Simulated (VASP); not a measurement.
# Al (Im-3m) in VASP: density of states with PBEsol

Aim: the density of states of Al with PBEsol.

Program: VASP 6.6.1. These are calculated values, not measurements. Logs are shortened: lines on timing, memory, paths and dates and some standing lists are left out, and cuts for length are marked.

## 1. The cell of the first run

The structure is cubic, space group Im-3m (No. 229). The conventional cell has a = 3.212 Å, b = 3.212 Å, c = 3.212 Å, α = 90.00°, β = 90.00°, γ = 90.00°. Within 3.7 Å of Al (site symmetry m-3m) lie 14 Al at 2.78 to 3.21 Å.

## 2. Density of states, PBEsol

Input file POSCAR:

```
Al
1.0
   -1.6062324416      1.6062324416      1.6062324416
    1.6062324416     -1.6062324416      1.6062324416
    1.6062324416      1.6062324416     -1.6062324416
Al
1
Direct
    0.0000000000      0.0000000000      0.0000000000
```

Input file INCAR.step1:

```
SYSTEM = Al
ALGO = Normal
EDIFF = 1E-7
ENCUT = 520
GGA = PS
ISIF = 2
ISMEAR = 0
LASPH = .TRUE.
LCHARG = .TRUE.
LREAL = .FALSE.
LWAVE = .FALSE.
NBANDS = 8
NELM = 60
PREC = Accurate
SIGMA = 0.1
```

Input file KPOINTS.step1:

```
k-points
0
G
  11 11 11
  0 0 0
```

Input file INCAR.step2:

```
SYSTEM = Al
ALGO = Normal
EDIFF = 1E-7
ENCUT = 520
GGA = PS
ICHARG = 11
ISIF = 2
ISMEAR = -5
LASPH = .TRUE.
LCHARG = .FALSE.
LORBIT = 11
LREAL = .FALSE.
LWAVE = .FALSE.
NEDOS = 1001
NELM = 60
PREC = Accurate
SIGMA = 0.1
```

Input file KPOINTS.step2:

```
k-points
0
G
  17 17 17
  0 0 0
```

Potentials or basis: VASP PAW PBE potentials, release 64 (Al).

The run is started by

```console
$ cat potpaw_PBE.64/Al/POTCAR > POTCAR
$ cp INCAR.step1 INCAR
$ cp KPOINTS.step1 KPOINTS
$ mpirun -np 1 vasp_std > vasp.out
$ cp INCAR.step2 INCAR
$ cp KPOINTS.step2 KPOINTS
$ mpirun -np 1 vasp_std > vasp.out
```

OUTCAR:

```text
SYSTEM = Al
   EDIFF = 1E-7
   ENCUT = 520
   GGA = PS
   ICHARG = 11
   ISIF = 2
   ISMEAR = -5
   LASPH = .TRUE.
   LORBIT = 11
   LREAL = .FALSE.
   NELM = 60
   PREC = Accurate

 ion  position               nearest neighbor table
   1  0.000  0.000  0.000-

  LATTYP: Found a body centered cubic cell.
 ALAT       =     3.2124648832

  Lattice vectors:

 A1 = (  -1.6062324416,   1.6062324416,   1.6062324416)
 A2 = (   1.6062324416,  -1.6062324416,   1.6062324416)
 A3 = (   1.6062324416,   1.6062324416,  -1.6062324416)

Analysis of symmetry for initial positions (statically):
=====================================================================
 Subroutine PRICEL returns:
 Original cell was already a primitive cell.

 Routine SETGRP: Setting up the symmetry group for a
 body centered cubic supercell.

 Subroutine GETGRP returns: Found 48 space group operations
 (whereof 48 operations were pure point group operations)
 out of a pool of 48 trial point group operations.

The static configuration has the point symmetry O_h .

Analysis of symmetry for dynamics (positions and initial velocities):
=====================================================================
 Subroutine PRICEL returns:
 Original cell was already a primitive cell.

 Routine SETGRP: Setting up the symmetry group for a
 body centered cubic supercell.

 Subroutine GETGRP returns: Found 48 space group operations
 (whereof 48 operations were pure point group operations)
 out of a pool of 48 trial point group operations.

The dynamic configuration has the point symmetry O_h .

 Subroutine INISYM returns: Found 48 space group operations
 (whereof 48 operations are pure point group operations),
 and found     1 'primitive' translations

----------------------------------------------------------------------------------------

                                     Primitive cell

  volume of cell :      16.5762

  direct lattice vectors                    reciprocal lattice vectors
    -1.606232442  1.606232442  1.606232442     0.000000000  0.311287449  0.311287449
     1.606232442 -1.606232442  1.606232442     0.311287449  0.000000000  0.311287449
     1.606232442  1.606232442 -1.606232442     0.311287449  0.311287449  0.000000000

  length of vectors
     2.782076198  2.782076198  2.782076198     0.440226933  0.440226933  0.440226933

  position of ions in fractional coordinates (direct lattice)
     0.000000000  0.000000000  0.000000000

  ion indices of the primitive-cell ions
   primitive index   ion index
                 1           1

----------------------------------------------------------------------------------------

 KPOINTS: k-points

Automatic generation of k-mesh.
 Grid dimensions read from file:
 generate k-points for:   17   17   17

 Generating k-lattice:

  Cartesian coordinates                     Fractional coordinates (reciprocal lattice)
     0.000000000  0.018311026  0.018311026     0.058823529  0.000000000  0.000000000
     0.018311026  0.000000000  0.018311026     0.000000000  0.058823529  0.000000000
     0.018311026  0.018311026  0.000000000     0.000000000  0.000000000  0.058823529

  Length of vectors
     0.025895702  0.025895702  0.025895702

  Shift w.r.t. Gamma in fractional coordinates (k-lattice)
     0.000000000  0.000000000  0.000000000

 TETIRR: Found   5734 inequivalent tetrahedra from    29478

 Subroutine IBZKPT returns following result:
 ===========================================

 Found    165 irreducible k-points:

 Following reciprocal coordinates:
            Coordinates               Weight
  0.000000  0.000000  0.000000      1.000000
  0.058824  0.000000  0.000000     12.000000
  0.117647  0.000000  0.000000     12.000000
  0.176471  0.000000  0.000000     12.000000
  0.235294  0.000000  0.000000     12.000000
  0.294118  0.000000  0.000000     12.000000
[... 16 lines left out ...]
  0.411765  0.117647  0.000000     48.000000
  0.176471  0.176471  0.000000     24.000000
 [... further k-points ...]
   k-points           NKPTS =    165   k-points in BZ     NKDIM =    165   number of bands    NBANDS=      5
   number of dos      NEDOS =   1001   number of ions     NIONS =      1
   total plane-waves  NPLWV =  13824
   dimension x,y,z NGX =    24 NGY =   24 NGZ =   24
   dimension x,y,z NGXF=    48 NGYF=   48 NGZF=   48
   ions per type =               1
   NGX,Y,Z   is equivalent  to a cutoff of  14.34, 14.34, 14.34 a.u.
   NGXF,Y,Z  is equivalent  to a cutoff of  28.68, 28.68, 28.68 a.u.
 SYSTEM =  Al
   PREC   = accura    normal or accurate (medium, high low for compatibility)
   ISTART =      0    job   : 0-new  1-cont  2-samecut
   ICHARG =     11    charge: 1-file 2-atom 10-const
   ISPIN  =      1    spin polarized calculation?
   LNONCOLLINEAR =      F non collinear calculations
   LSORBIT =      F    spin-orbit coupling
   LASPH  =      T    aspherical Exc in radial PAW
   ENCUT  =  520.0 eV  38.22 Ry    6.18 a.u.   5.17  5.17  5.17*2*pi/ulx,y,z
   NELM   =     60;   NELMIN=  2; NELMDL=  0     # of ELM steps
   EDIFF  = 0.1E-06   stopping-criterion for ELM
   LREAL  =      F    real-space projection
   EDIFFG = 0.1E-05   stopping-criterion for IOM
   NSW    =      0    number of steps for IOM
   IBRION =     -1    ionic relax: 0-MD 1-quasi-New 2-CG
   NFREE  =      0    steps in history (QN), initial steepest desc. (CG)
   ISIF   =      2    stress and relaxation
   ISYM   =      2    0-nonsym 1-usesym 2-fastsym
   POTIM  = 0.5000    time-step for ionic-motion
   TEBEG  =    0.0;   TEEND  =   0.0 temperature during run
   PSTRESS=    0.0 pullay stress
   NELECT =       3.0000    total number of electrons
   NUPDOWN=      -1.0000    fix difference up-down
   EMIN   =  10.00;   EMAX   =-10.00  energy-range for DOS
   EFERMI =   0.00;   METHOD = LEGACY
   ISMEAR =    -5;   SIGMA  =   0.10  broadening in eV -4-tet -1-fermi 0-gaus
   EFERMI_NEDOS =   21; number of points for ismear=-14 and -15
   IALGO  =     38    algorithm
   IMIX   =      4    mixing-type and parameters
     AMIX     =   0.40;   BMIX     =  1.00
     AMIX_MAG =   1.60;   BMIX_MAG =  1.00
  volume/ion in A,a.u.               =      16.58       111.86
  Fermi-wavevector in a.u.,A,eV,Ry     =   0.926020  1.749923 11.667164  0.857512
  Thomas-Fermi vector in A             =   2.051937
   LORBIT       =     11    0 simple, 1 ext, 2 COOP (PROOUT), +10 PAW based schemes
   GGA     = PS    functional components
   LHFCALC =     F    Hartree Fock is set to
   AEXX    =    0.0000 exact exchange contribution
   IVDW    =     0    specifies the selected vdW correction
   LEPSILON=     F    determine dielectric tensor
   LRPA    =     F    only Hartree local field effects (RPA)
 non-spin polarized calculation
 Fermi weights with tetrahedron method with Bloechl corrections
  energy-cutoff  :      520.00
  volume of cell :       16.58
 maximum number of plane-waves:       466
 NGX is ok and might be reduce to    24

 number of electron       3.0000000 magnetization

 Free energy of the ion-electron system (eV)
  ---------------------------------------------------
  ext. energy  EPLUGINS =         0.00000000
  ---------------------------------------------------
  free energy    TOTEN  =        -3.99359201 eV

  energy without entropy =       -3.99359201  energy(sigma->0) =       -3.99359201

 E-fermi :   7.9356     XC(G=0): -10.2438

 val. band max:        8.0487155228   @ k =   0.2353   0.1765   0.1765
 cond. band min:       7.6473976013   @ k =   0.2941   0.2941   0.0000
 fundamental gap:     -0.4013179215
 Fermi energy:         7.9356188714

 k-point     1 :       0.0000    0.0000    0.0000
  band No.  band energies     occupation
      1      -3.1914      2.00000
      2      21.1174      0.00000
      3      21.1174      0.00000
      4      21.1175      0.00000
      5      22.5140      0.00000

 k-point     2 :       0.0588    0.0000    0.0000
  band No.  band energies     occupation
      1      -3.0922      2.00000
      2      19.8394      0.00000
      3      20.3585      0.00000
      4      20.7093      0.00000
      5      22.1035      0.00000

 k-point     3 :       0.1176    0.0000    0.0000
  band No.  band energies     occupation
      1      -2.7948      2.00000
      2      17.5639      0.00000
      3      19.3144      0.00000
      4      19.8297      0.00000
      5      21.2433      0.00000

 k-point     4 :       0.1765    0.0000    0.0000
  band No.  band energies     occupation
      1      -2.3005      2.00000
      2      15.1344      0.00000
      3      18.3839      0.00000
      4      18.8760      0.00000
      5      20.3397      0.00000

 k-point     5 :       0.2353    0.0000    0.0000
  band No.  band energies     occupation
      1      -1.6113      2.00000
      2      12.7607      0.00000
      3      17.6026      0.00000
      4      18.0087      0.00000
      5      19.5338      0.00000

 k-point     6 :       0.2941    0.0000    0.0000
  band No.  band energies     occupation
      1      -0.7301      2.00000
      2      10.5071     -0.00851
      3      16.9773      0.00000
      4      17.2863      0.00000
      5      18.8704      0.00000
[... 113 lines left out ...]
 k-point    21 :       0.2941    0.1176    0.0000
  band No.  band energies     occupation
      1       0.6297      2.00000
      2       8.6690      0.11370
      3      13.2826      0.00000
      4      16.3060      0.00000
      5      19.8936      0.00000

 k-point    22 :       0.3529    0.1176    0.0000
  band No.  band energies     occupation
      1       1.8795      2.00000
      2       6.7287      2.05939
      3      12.9235      0.00000
      4      15.9691      0.00000
      5      19.5535      0.00000

 k-point    23 :       0.4118    0.1176    0.0000
  band No.  band energies     occupation
      1       3.2929      2.00000
      2       4.9690      2.00005
      3      12.7436      0.00000
      4      15.7997      0.00000
      5      19.3815      0.00000

 k-point    24 :       0.1765    0.1765    0.0000
  band No.  band energies     occupation
      1      -0.5350      2.00000
      2      11.9515      0.00000
      3      12.4995      0.00000
      4      16.7580      0.00000
      5      21.4909      0.00000

 [... further k-points ...]
[... 5 lines left out ...]
  --------------------------------------------------------------------------------------
  -------------------------------------------------------------------------------------
  Total       -0.0462972     -0.0462972     -0.0462972      0.0000000      0.0000000     -0.0000000
  in kB       -4.4748623     -4.4748623     -4.4748623      0.0000000      0.0000000     -0.0000000
  external PRESSURE =      -4.4748623 kB  Pullay stress =       0.0000000 kB

 VOLUME and BASIS-vectors are now :
 -----------------------------------------------------------------------------
  energy-cutoff  :      520.00
  volume of cell :       16.58
      direct lattice vectors                 reciprocal lattice vectors
    -1.606232442  1.606232442  1.606232442     0.000000000  0.311287449  0.311287449
     1.606232442 -1.606232442  1.606232442     0.311287449  0.000000000  0.311287449
     1.606232442  1.606232442 -1.606232442     0.311287449  0.311287449  0.000000000

 POSITION                                       TOTAL-FORCE (eV/Angst)
 -----------------------------------------------------------------------------------
      0.00000      0.00000      0.00000         0.000000      0.000000      0.000000
 -----------------------------------------------------------------------------------
    total drift:                                0.000000     -0.000000     -0.000000

  FREE ENERGIE OF THE ION-ELECTRON SYSTEM (eV)
  ---------------------------------------------------
  free  energy   TOTEN  =        -3.9935920068 eV

  energy  without entropy=       -3.9935920068  energy(sigma->0) =       -3.99359201

 total charge

# of ion       s       p       d       tot
------------------------------------------
    1        0.444   0.327   0.000   0.771
```

Wall time 5.9 s (1 thread of Intel Xeon 6975P-C (Granite Rapids), shared host); peak memory 0.13 GiB.

Results:

| Quantity | Value |
| --- | --- |
| Valence electrons inside the program's atomic spheres | Al 0.77 |

Caveat: the PAW data sets were made with another functional, which shifts forces and pressure a little; tetrahedron occupations give inexact forces and stress in metals.
